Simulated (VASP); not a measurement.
Wanted: the native input for a VASP 6.6.1 run.

| Quantity | Value |
| --- | --- |
| Task | single point |
| Functional | PBE |
| Potentials or basis | VASP PAW PBE potentials, release 64 (Al, O) |
| Cutoff | 520 eV |
| k mesh | 8 × 4 × 4 |
| Occupations | gaussian, width 0.1 eV |
| Spin | no spin polarisation |
| Dipole correction | no |
| Further INCAR settings | ALGO = Normal; EDIFF = 1e-07; NBANDS = 14 |

The structure of AlO2 lies in POSCAR:

```
AlO2
1.0
    3.1363602122      0.0000000000      0.0000000000
    0.0000000000      3.1013185526      0.0000000000
    0.0000000000      0.0000000000      4.7620656037
Al O
1 2
Direct
    0.5000000000      0.0000000000      0.5000000000
    0.5000000000      0.0000000000      0.8566526826
    0.5000000000      0.0000000000      0.1433473174
```

These files were run (other wordings do the same):

INCAR

```
SYSTEM = AlO2
PREC = Accurate
ENCUT = 520
EDIFF = 1E-7
ISMEAR = 0
SIGMA = 0.1
LREAL = .False.
LASPH = .True.
NELM = 100
ALGO = Normal
ISIF = 2
LWAVE = .False.
LCHARG = .False.
GGA = PE
NBANDS = 14
```

KPOINTS

```
Automatic mesh
0
Gamma
  8 4 4
  0 0 0
```

Potentials or basis: VASP PAW PBE potentials, release 64 (Al, O).

Run with:

```sh
$ cat potpaw_PBE.64/Al/POTCAR potpaw_PBE.64/O/POTCAR > POTCAR
$ mpirun -np 1 vasp_std > vasp.out
```

It gave:

- Pressure: 0.3 GPa
- Largest force: 0.229 eV/Å

Caveat: the k points lie up to 0.51 Å⁻¹ apart; an odd number of electrons without spin polarisation forces a metal; a magnetic or distorted state may lie lower.

Wall time 15 s on 1 thread of Intel Xeon 6975P-C (shared host), peak memory 0.16 GiB.
